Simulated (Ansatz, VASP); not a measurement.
# One calculation of PbSe, two programs

```
CELL_PARAMETERS angstrom
0.00000 3.06969 3.06969
3.06969 0.00000 3.06969
3.06969 3.06969 0.00000
ATOMIC_POSITIONS crystal
Pb 0.00000 0.00000 0.00000
Se 0.50000 0.50000 0.50000
```

Alike in both runs: task single point; functional PBEsol; k mesh 6 × 6 × 6; no spin polarisation.

```csv
,VASP,Ansatz
version,VASP 6.6.1,Ansatz 0.2.0
potentials or method,"VASP PAW PBE potentials, release 64 (Pb_d, Se), cutoff 500 eV",plane waves
occupations,"gaussian, width 0.01 eV",fixed
valence electrons in the cell,20,30
```

|  | VASP | Ansatz | Ansatz less VASP |
| --- | --- | --- | --- |
| gap on the k mesh at the Fermi level (eV) | 0.23 | 0.23 | -0.003 |
| pressure (GPa) | -1.0 | -1.0 | +0.01 |

VASP's potentials were made for PBE, not for PBEsol. VASP's potentials hold 20 valence electrons a cell and Ansatz's 30, so a difference there can come from the potentials and not from the codes.

Spin-orbit coupling is off throughout.
